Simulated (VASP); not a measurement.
Wanted: the native input for a VASP 6.6.1 run.

| Item | Value |
| --- | --- |
| Task | single point |
| Functional | PBE |
| Potentials or basis | VASP PAW PBE potentials, release 64 (Ir, Au) |
| Cutoff | 520 eV |
| k mesh | 18 × 18 × 18 |
| Occupations | gaussian, width 0.1 eV |
| Spin | no spin polarisation |
| Dipole correction | no |
| Further INCAR settings | ALGO = Normal; EDIFF = 1e-07; NBANDS = 17 |

The structure of IrAu lies in POSCAR:

```
IrAu
1.0
    0.0000000000      2.6484559849      2.6484559849
    2.6484559849      0.0000000000      2.6484559849
    2.6484559849      2.6484559849      0.0000000000
Ir Au
1 1
Direct
    0.0000000000      0.0000000000      0.0000000000
    0.5000000000      0.5000000000      0.5000000000
```

The input as run:

INCAR

```
SYSTEM = IrAu
  ALGO = Normal
  EDIFF = 1E-7
  ENCUT = 520
  GGA = PE
  ISIF = 2
  ISMEAR = 0
  LASPH = .True.
  LCHARG = .False.
  LREAL = .False.
  LWAVE = .False.
  NBANDS = 17
  NELM = 100
  PREC = Accurate
  SIGMA = 0.1
```

KPOINTS

```
k-points
0
Gamma
  18 18 18
  0 0 0
```

Potentials or basis: VASP PAW PBE potentials, release 64 (Ir, Au).

Command:

```sh
$ cat potpaw_PBE.64/Ir/POTCAR potpaw_PBE.64/Au/POTCAR > POTCAR
$ mpirun -np 1 vasp_std > vasp.out
```

It gave:

```yaml
Pressure: -0.1 GPa
Band_gap_on_the_k_mesh: zero (bands 10 and 11 overlap by 2.60 eV)
```

Caveat: spin-orbit coupling is left out, which moves the levels of the heavy elements.

Run time: 3.2 min on 1 thread of AMD EPYC 7R13, with other jobs on the host, peak memory 0.24 GiB.
